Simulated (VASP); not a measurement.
The system is SrAs2Pd4.

```xyz
7
Lattice="2.1311 3.6912 0.0000 -2.1311 3.6912 0.0000 0.0000 -2.4608 7.9276" Properties=species:S:1:pos:R:3 pbc="T T T"
Sr    0.0000    0.0000    0.0000
As    0.0000    0.0000    5.8838
As    0.0000    4.9216    2.0437
Pd    0.0000    0.0000    3.4104
Pd    0.0000    4.9216    4.5171
Pd    0.0000    2.4608    2.5011
Pd    0.0000    2.4608    5.4264
```

| Item | Value |
| --- | --- |
| Program | VASP 6.6.1 |
| Task | relaxation of the atoms |
| Functional | LDA |
| Potentials or basis | VASP PAW LDA potentials, release 64 (Sr_sv, As, Pd) |
| Cutoff | 520 eV |
| k mesh | 6 × 6 × 6 |
| Occupations | fermi-dirac, width 0.1 eV |
| Spin | no spin polarisation |

At the start: pressure 1.4 GPa; volume 17.82 Å³/atom.

Q: Where does the relaxation end?

A: Over 7 steps the energy falls by 10.3 meV/atom at a fixed cell; space group R-3m (No. 166, to 0.1 Å) before and after.

Step by step:
| step | energy change (eV) | largest force (eV/Å) | pressure (GPa) |
| --- | --- | --- | --- |
| 1 | 0.0000 | 0.5405 | 1.40 |
| 2 | -0.0329 | 0.3925 | 0.85 |
| 3 | -0.0697 | 0.0707 | -0.31 |
| 4 | -0.0701 | 0.0530 | -0.42 |
| 5 | -0.0701 | 0.0576 | -0.45 |
| 6 | -0.0709 | 0.0380 | -0.46 |
| 7 | -0.0719 | 0.0291 | -0.47 |

Final structure:
```
Sr As Pd
1.0
     2.13113    3.69122    0.00000
    -2.13113    3.69122    0.00000
     0.00000   -2.46082    7.92756
Sr As Pd
1 2 4
Direct
  0.00000 0.00000 0.00000
  0.24903 0.24903 0.74708
  0.75097 0.75097 0.25292
  0.14424 0.14424 0.43271
  0.85576 0.85576 0.56729
  0.43372 0.43372 0.30117
  0.56628 0.56628 0.69883
```
